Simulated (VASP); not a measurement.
HfO2:

```xyz
3
Lattice="0.0000 2.5292 2.5292 2.5292 0.0000 2.5292 2.5292 2.5292 0.0000" Properties=species:S:1:pos:R:3 pbc="T T T"
Hf    0.0000    0.0000    0.0000
O     1.2646    1.2646    1.2646
O     3.7938    3.7938    3.7938
```

Base run:

- Program: VASP 6.6.1
- Functional: r2SCAN
- Potentials or basis: VASP PAW PBE potentials, release 64 (Hf_pv, O)
- Cutoff: 520 eV
- k mesh: 8 × 8 × 8
- Occupations: gaussian, width 0.01 eV
- Spin: no spin polarisation

Its results: band gap on the k mesh 4.31 eV, direct; pressure -4.0 GPa.

Task: The run is repeated on the same cell with these changes: functional from r2SCAN to PBE; occupations from gaussian, width 0.01 eV to fermi-dirac, width 0.02 eV. What comes out?

Result: Band gap on the k mesh 3.82 eV, direct; pressure 2.1 GPa.

Caveats: spin-orbit coupling is left out, which moves the levels of the heavy elements; the PAW data sets were made with another functional, which shifts forces and pressure a little (some runs).

A k mesh can miss the band edges.
